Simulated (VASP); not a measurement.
## WSe2: single point with PBE+D3(BJ)

**Experimental background.**

“Time-resolved XUV ARPES with tunable 24–33 eV laser pulses at 30 meV resolution”, 2019, pmc:6684652 reports, for a bulk crystal of WSe2: band gap 1.3 eV (indirect).

WSe2:

```
W Se
1.0
     3.27903    0.00000    0.00000
    -1.63951    2.83972    0.00000
     0.00000    0.00000   12.78861
W Se
2 4
Direct
  0.33333 0.66667 0.25000
  0.66667 0.33333 0.75000
  0.33333 0.66667 0.61829
  0.66667 0.33333 0.11829
  0.33333 0.66667 0.88171
  0.66667 0.33333 0.38171
```

| Property | Result |
| --- | --- |
| Program | VASP 6.6.1 |
| Task | single point |
| Functional | PBE |
| Dispersion | D3(BJ) |
| Potentials or basis | VASP PAW PBE potentials, release 64 (W_sv, Se) |
| Cutoff | 520 eV |
| k mesh | 12 × 12 × 2 |
| Occupations | gaussian, width 0.02 eV |
| Spin | no spin polarisation |

```yaml
Pressure: 0.3 GPa
Largest_force: 0.047 eV/Å
Band_gap_on_the_k_mesh: 0.89 eV (least direct gap 1.56 eV)
Dispersion_energy_per_atom: -0.475 eV
```

Forces in eV/Å, atoms in the order of the input:
```
W    0.000  0.000  0.000
W    0.000  0.000  0.000
Se   0.000  0.000 -0.047
Se   0.000  0.000 -0.047
Se   0.000  0.000  0.047
Se   0.000  0.000  0.047
```

Stress tensor (GPa, compression positive):
```
0.28 0.00 0.00
0.00 0.28 0.00
0.00 0.00 0.39
```

Levels at points of the mesh, in eV from the valence-band top:
```
           k point  band 23  band 24  band 25  band 26  band 27  band 28  band 29  band 30
(0.00, 0.00, 0.00)    -1.46    -1.20    -0.96     0.00     2.63     2.63     2.68     2.68
(0.50, 0.00, 0.00)    -1.49    -1.38    -1.31    -1.06     2.15     2.20     2.27     2.69
(0.00, 0.00, 0.50)    -1.50    -1.50    -0.20    -0.20     2.63     2.63     2.63     2.63
(0.50, 0.00, 0.50)    -1.37    -1.37    -1.22    -1.22     2.17     2.17     2.52     2.52
```

It took 110 s on 1 thread of Intel(R) Xeon(R) Platinum 8259CL CPU @ 2.50GHz (Skylake/Cascade Lake) (shared host), peak memory 0.31 GiB.

Measured gap of WSe2: 1.3 eV (indirect; “Time-resolved XUV ARPES with tunable 24–33 eV laser pulses at 30 meV resolution”, 2019, pmc:6684652). This calculation gives 0.89 eV (-0.41 eV). Spin-orbit coupling on Se, W is left out. The value is that of PBE+D3(BJ) on a finite k mesh, which can miss the band edges, without temperature or zero-point motion. Semilocal functionals fall short of measured gaps as a rule.

Caveat: spin-orbit coupling is left out, which moves the levels of the heavy elements.
